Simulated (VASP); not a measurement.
# Rb4ErP (P4/mmm) in VASP: single point with PBE

Aim: the single point of Rb4ErP with PBE.

Program: VASP 6.6.1. These are calculated values, not measurements. Logs are shortened: lines on timing, memory, paths and dates and some standing lists are left out, and cuts for length are marked.

### 1 The cell of the first run

The structure is tetragonal, space group P4/mmm (No. 123). Conventional cell: a = 9.529 Å, b = 9.529 Å, c = 5.238 Å, α = 90.00°, β = 90.00°, γ = 90.00°. Rb (site symmetry m2m) has 1 P at 3.41 Å and 2 Er at 4.30 Å within 4.5 Å. Within 3.5 Å of Er (site symmetry 4/mmm) lie 2 P at 2.62 Å. Within 3.5 Å of P (site symmetry 4/mmm) lie 2 Er at 2.62 Å and 4 Rb at 3.41 Å.

The cell was generated, and may not be a known phase.

### 2 Single point, PBE

File INCAR:

```
  ALGO = All
  EDIFF = 1E-6
  ENCUT = 690
  GGA = PE
  GGA_COMPAT = False
  ISEARCH = 1
  ISIF = 2
  ISMEAR = 0
  KPAR = 4
  LASPH = True
  LCHARG = True
  LMAXMIX = 6
  LREAL = False
  LVHAR = True
  LWAVE = False
  NBANDS = 40
  NELM = 300
  PREC = Accurate
  SIGMA = 0.1
```

File KPOINTS:

```
k-points
0
Gamma
  4 4 4
```

File POSCAR:

```
Rb4ErP
1.0
    9.5294928104      0.0000000000      0.0000000000
    0.0000000000      9.5294928104      0.0000000000
    0.0000000000      0.0000000000      5.2378626588
Rb Er P
4 1 1
Direct
    0.7528441412      0.7528441412      0.5000000000
    0.2471558588      0.2471558588      0.5000000000
    0.2471558588      0.7528441412      0.5000000000
    0.7528441412      0.2471558588      0.5000000000
    0.5000000000      0.5000000000      0.0000000000
    0.5000000000      0.5000000000      0.5000000000
```

Potentials or basis: VASP PAW PBE potentials, release 64 (Rb_sv, Er, P).

Run with:

```sh
$ cat potpaw_PBE.64/Rb_sv/POTCAR potpaw_PBE.64/Er/POTCAR potpaw_PBE.64/P/POTCAR > POTCAR
$ mpirun -np 4 vasp_std > vasp.out
```

OUTCAR:

```text
EDIFF = 1E-6
   ENCUT = 690
   GGA = PE
   ISIF = 2
   ISMEAR = 0
   LASPH = True
   LREAL = False
   NELM = 300
   PREC = Accurate

 ion  position               nearest neighbor table
   1  0.753  0.753  0.500-   6 3.41   5 4.30   5 4.30   4 4.71   3 4.71   4 4.82   3 4.82
   2  0.247  0.247  0.500-   6 3.41   5 4.30   5 4.30   4 4.71   3 4.71   3 4.82   4 4.82
   3  0.247  0.753  0.500-   6 3.41   5 4.30   5 4.30   2 4.71   1 4.71   1 4.82   2 4.82
   4  0.753  0.247  0.500-   6 3.41   5 4.30   5 4.30   2 4.71   1 4.71   1 4.82   2 4.82
   5  0.500  0.500  0.000-   6 2.62   6 2.62   3 4.30   4 4.30   1 4.30   1 4.30   2 4.30   3 4.30
                             4 4.30   2 4.30
   6  0.500  0.500  0.500-   5 2.62   5 2.62   3 3.41   4 3.41   1 3.41   2 3.41

  LATTYP: Found a simple tetragonal cell.
 ALAT       =     9.5294928104
 C/A-ratio  =     0.5496475797

  Lattice vectors:

 A1 = (   9.5294928104,   0.0000000000,   0.0000000000)
 A2 = (   0.0000000000,   9.5294928104,   0.0000000000)
 A3 = (   0.0000000000,   0.0000000000,   5.2378626588)

Analysis of symmetry for initial positions (statically):
=====================================================================
 Subroutine PRICEL returns:
 Original cell was already a primitive cell.

 Routine SETGRP: Setting up the symmetry group for a
 simple tetragonal supercell.

 Subroutine GETGRP returns: Found 16 space group operations
 (whereof 16 operations were pure point group operations)
 out of a pool of 16 trial point group operations.

The static configuration has the point symmetry D_4h.

Analysis of symmetry for dynamics (positions and initial velocities):
=====================================================================
 Subroutine PRICEL returns:
 Original cell was already a primitive cell.

 Routine SETGRP: Setting up the symmetry group for a
 simple tetragonal supercell.

 Subroutine GETGRP returns: Found 16 space group operations
 (whereof 16 operations were pure point group operations)
 out of a pool of 16 trial point group operations.

The dynamic configuration has the point symmetry D_4h.

 Subroutine INISYM returns: Found 16 space group operations
 (whereof 16 operations are pure point group operations),
 and found     1 'primitive' translations

----------------------------------------------------------------------------------------

                                     Primitive cell

  volume of cell :     475.6568

  direct lattice vectors                    reciprocal lattice vectors
     9.529492810  0.000000000  0.000000000     0.104937379  0.000000000  0.000000000
     0.000000000  9.529492810  0.000000000     0.000000000  0.104937379  0.000000000
     0.000000000  0.000000000  5.237862659     0.000000000  0.000000000  0.190917568

  length of vectors
     9.529492810  9.529492810  5.237862659     0.104937379  0.104937379  0.190917568

  position of ions in fractional coordinates (direct lattice)
     0.752844141  0.752844141  0.500000000
     0.247155859  0.247155859  0.500000000
     0.247155859  0.752844141  0.500000000
     0.752844141  0.247155859  0.500000000
     0.500000000  0.500000000  0.000000000
     0.500000000  0.500000000  0.500000000

  ion indices of the primitive-cell ions
   primitive index   ion index
                 1           1
                 2           2
                 3           3
                 4           4
                 5           5
                 6           6

----------------------------------------------------------------------------------------

 KPOINTS: k-points

Automatic generation of k-mesh.
 Grid dimensions read from file:
 generate k-points for:    4    4    4

 Generating k-lattice:

  Cartesian coordinates                     Fractional coordinates (reciprocal lattice)
     0.026234345  0.000000000  0.000000000     0.250000000  0.000000000  0.000000000
     0.000000000  0.026234345  0.000000000     0.000000000  0.250000000  0.000000000
     0.000000000  0.000000000  0.047729392     0.000000000  0.000000000  0.250000000

  Length of vectors
     0.026234345  0.026234345  0.047729392

  Shift w.r.t. Gamma in fractional coordinates (k-lattice)
     0.000000000  0.000000000  0.000000000

 Subroutine IBZKPT returns following result:
 ===========================================

 Found     18 irreducible k-points:

 Following reciprocal coordinates:
            Coordinates               Weight
  0.000000  0.000000  0.000000      1.000000
  0.250000  0.000000  0.000000      4.000000
  0.500000  0.000000  0.000000      2.000000
  0.250000  0.250000  0.000000      4.000000
  0.500000  0.250000  0.000000      4.000000
  0.500000  0.500000  0.000000      1.000000
[... 10 lines left out ...]
  0.500000  0.250000  0.500000      4.000000
  0.500000  0.500000  0.500000      1.000000
   k-points           NKPTS =     18   k-points in BZ     NKDIM =     18   number of bands    NBANDS=     40
   number of dos      NEDOS =    301   number of ions     NIONS =      6
   total plane-waves  NPLWV = 338688
   dimension x,y,z NGX =    84 NGY =   84 NGZ =   48
   dimension x,y,z NGXF=   168 NGYF=  168 NGZF=   96
   ions per type =               4   1   1
   NGX,Y,Z   is equivalent  to a cutoff of  14.65, 14.65, 15.23 a.u.
   NGXF,Y,Z  is equivalent  to a cutoff of  29.31, 29.31, 30.47 a.u.
 SYSTEM =  unknown system
   PREC   = accura    normal or accurate (medium, high low for compatibility)
   ISTART =      0    job   : 0-new  1-cont  2-samecut
   ICHARG =      2    charge: 1-file 2-atom 10-const
   ISPIN  =      1    spin polarized calculation?
   LNONCOLLINEAR =      F non collinear calculations
   LSORBIT =      F    spin-orbit coupling
   LASPH  =      T    aspherical Exc in radial PAW
   ENCUT  =  690.0 eV  50.71 Ry    7.12 a.u.  20.41 20.41 11.22*2*pi/ulx,y,z
   NELM   =    300;   NELMIN=  2; NELMDL= -5     # of ELM steps
   EDIFF  = 0.1E-05   stopping-criterion for ELM
   LREAL  =      F    real-space projection
   EDIFFG = 0.1E-04   stopping-criterion for IOM
   NSW    =      0    number of steps for IOM
   IBRION =     -1    ionic relax: 0-MD 1-quasi-New 2-CG
   NFREE  =      0    steps in history (QN), initial steepest desc. (CG)
   ISIF   =      2    stress and relaxation
   ISYM   =      2    0-nonsym 1-usesym 2-fastsym
   POTIM  = 0.5000    time-step for ionic-motion
   TEBEG  =    0.0;   TEEND  =   0.0 temperature during run
   PSTRESS=    0.0 pullay stress
   NELECT =      63.0000    total number of electrons
   NUPDOWN=      -1.0000    fix difference up-down
   EMIN   =  10.00;   EMAX   =-10.00  energy-range for DOS
   EFERMI =   0.00;   METHOD = LEGACY
   ISMEAR =     0;   SIGMA  =   0.10  broadening in eV -4-tet -1-fermi 0-gaus
   EFERMI_NEDOS =   21; number of points for ismear=-14 and -15
   IALGO  =     58    algorithm
   IMIX   =      4    mixing-type and parameters
     AMIX     =   0.40;   BMIX     =  1.00
     AMIX_MAG =   1.60;   BMIX_MAG =  1.00
  volume/ion in A,a.u.               =      79.28       534.98
  Fermi-wavevector in a.u.,A,eV,Ry     =   0.834495  1.576967  9.474853  0.696382
  Thomas-Fermi vector in A             =   1.947896
   LORBIT       =      0    0 simple, 1 ext, 2 COOP (PROOUT), +10 PAW based schemes
   GGA     = PE    functional components
   LHFCALC =     F    Hartree Fock is set to
   AEXX    =    0.0000 exact exchange contribution
   IVDW    =     0    specifies the selected vdW correction
   LEPSILON=     F    determine dielectric tensor
   LRPA    =     F    only Hartree local field effects (RPA)
 non-spin polarized calculation
 Gauss-broadening in eV      SIGMA  =   0.10
  energy-cutoff  :      690.00
  volume of cell :      475.66
 maximum number of plane-waves:     19608
 NGX is ok and might be reduce to    84
   NGX = 41   NGY = 41   NGZ = 23

 number of electron      62.9999992 magnetization

 Free energy of the ion-electron system (eV)
  ---------------------------------------------------
  ext. energy  EPLUGINS =         0.00000000
  ---------------------------------------------------
  free energy    TOTEN  =       -13.55237477 eV

  energy without entropy =      -13.36761166  energy(sigma->0) =      -13.45999321

 E-fermi :   0.1057     XC(G=0):  -5.5407

 val. band max:        0.0710103743   @ k =   0.2500   0.2500   0.5000
 cond. band min:       0.1082203102   @ k =   0.5000   0.0000   0.5000
 fundamental gap:      0.0372099359
 Fermi energy:         0.1057383203

 k-point     1 :       0.0000    0.0000    0.0000
  band No.  band energies     occupation
      1     -48.2230      2.00000
      2     -28.6952      2.00000
      3     -28.6922      2.00000
      4     -28.6922      2.00000
      5     -28.6892      2.00000
      6     -22.7300      2.00000
[... 32 lines left out ...]
     39       1.9230      0.00000
     40       1.9230      0.00000

 k-point     2 :       0.2500    0.0000    0.0000
  band No.  band energies     occupation
      1     -48.2230      2.00000
      2     -28.6948      2.00000
      3     -28.6926      2.00000
      4     -28.6918      2.00000
      5     -28.6897      2.00000
      6     -22.7300      2.00000
[... 32 lines left out ...]
     39       1.9119      0.00000
     40       1.9304      0.00000

 k-point     3 :       0.5000    0.0000    0.0000
  band No.  band energies     occupation
      1     -48.2230      2.00000
      2     -28.6940      2.00000
      3     -28.6935      2.00000
      4     -28.6910      2.00000
      5     -28.6905      2.00000
      6     -22.7300      2.00000
[... 595 lines left out ...]
  band No.  band energies     occupation
      1     -48.2228      2.00000
      2     -28.6928      2.00000
      3     -28.6923      2.00000
      4     -28.6906      2.00000
      5     -28.6902      2.00000
      6     -22.7293      2.00000
[... 32 lines left out ...]
     39       1.5858      0.00000
     40       1.8733      0.00000

 k-point    18 :       0.5000    0.5000    0.5000
  band No.  band energies     occupation
      1     -48.2228      2.00000
      2     -28.6920      2.00000
      3     -28.6915      2.00000
      4     -28.6915      2.00000
      5     -28.6910      2.00000
      6     -22.7293      2.00000
[... 32 lines left out ...]
     39       1.7593      0.00000
     40       1.9768      0.00000

------------------------ aborting loop because EDIFF is reached ----------------------------------------

  FORCE on cell =-STRESS in cart. coord.  units (eV):
  Direction    XX          YY          ZZ          XY          YZ          ZX
  --------------------------------------------------------------------------------------
  -------------------------------------------------------------------------------------
  Total        0.0031183      0.0031183      2.1620451      0.0000000     -0.0000000      0.0000000
  in kB        0.0105036      0.0105036      7.2825194      0.0000000     -0.0000000      0.0000000
  external PRESSURE =       2.4345089 kB  Pullay stress =       0.0000000 kB

 VOLUME and BASIS-vectors are now :
 -----------------------------------------------------------------------------
  energy-cutoff  :      690.00
  volume of cell :      475.66
      direct lattice vectors                 reciprocal lattice vectors
     9.529492810  0.000000000  0.000000000     0.104937379  0.000000000  0.000000000
     0.000000000  9.529492810  0.000000000     0.000000000  0.104937379  0.000000000
     0.000000000  0.000000000  5.237862659     0.000000000  0.000000000  0.190917568

 POSITION                                       TOTAL-FORCE (eV/Angst)
 -----------------------------------------------------------------------------------
      7.17422      7.17422      2.61893        -0.016677     -0.016677     -0.000000
      2.35527      2.35527      2.61893         0.016677      0.016677      0.000000
      2.35527      7.17422      2.61893         0.016677     -0.016677      0.000000
      7.17422      2.35527      2.61893        -0.016677      0.016677     -0.000000
      4.76475      4.76475      0.00000         0.000000      0.000000      0.000000
      4.76475      4.76475      2.61893         0.000000      0.000000      0.000000
 -----------------------------------------------------------------------------------
    total drift:                                0.000000     -0.000000      0.000000

  FREE ENERGIE OF THE ION-ELECTRON SYSTEM (eV)
  ---------------------------------------------------
  free  energy   TOTEN  =       -13.5523747687 eV

  energy  without entropy=      -13.3676295316  energy(sigma->0) =      -13.46000215
```

It took 15 min on 4 MPI ranks of Intel Xeon 6975P-C (Granite Rapids), shared host; peak memory 1.4 GiB.

What came out:

```yaml
Free_energy: -13.5524 eV
Pressure: 0.2 GPa
Largest_force: 0.024 eV/Å
Band_gap_on_the_k_mesh: zero (an odd number of electrons rules out a gap without spin polarisation)
```

Forces on the atoms (eV/Å):
```
Rb  -0.017 -0.017  0.000
Rb   0.017  0.017  0.000
Rb   0.017 -0.017  0.000
Rb  -0.017  0.017  0.000
Er   0.000  0.000  0.000
P    0.000  0.000  0.000
```

Stress tensor (GPa, compression positive):
```
0.00 0.00 0.00
0.00 0.00 0.00
0.00 0.00 0.73
```

Levels at points of the mesh, in eV from the Fermi level:
```tsv
k point	band 28	band 29	band 30	band 31	band 32	band 33	band 34	band 35	band 36	band 37
(0.00, 0.00, 0.00)	-0.07	-0.07	-0.07	-0.06	0.13	0.23	0.25	0.58	0.58	0.96
(0.50, 0.00, 0.00)	-0.07	-0.07	-0.07	-0.06	0.01	0.13	0.28	0.55	0.67	1.17
(0.50, 0.50, 0.00)	-0.38	-0.07	-0.07	-0.07	-0.06	0.12	0.12	0.13	1.22	1.51
(0.00, 0.00, 0.50)	-0.15	-0.08	-0.07	-0.07	-0.07	0.06	0.70	0.80	1.18	1.18
(0.50, 0.00, 0.50)	-0.08	-0.07	-0.07	-0.07	0.00	0.31	0.53	0.76	1.00	1.09
(0.50, 0.50, 0.50)	-0.08	-0.07	-0.07	-0.07	0.16	0.48	0.48	0.63	0.67	1.07
```

Caveat: spin-orbit coupling is left out, which moves the levels of the heavy elements; semilocal functionals describe open f shells poorly, which spoils levels, moments and volumes.

The gap in the log of VASP goes by the Fermi energy; the results here count the filled bands.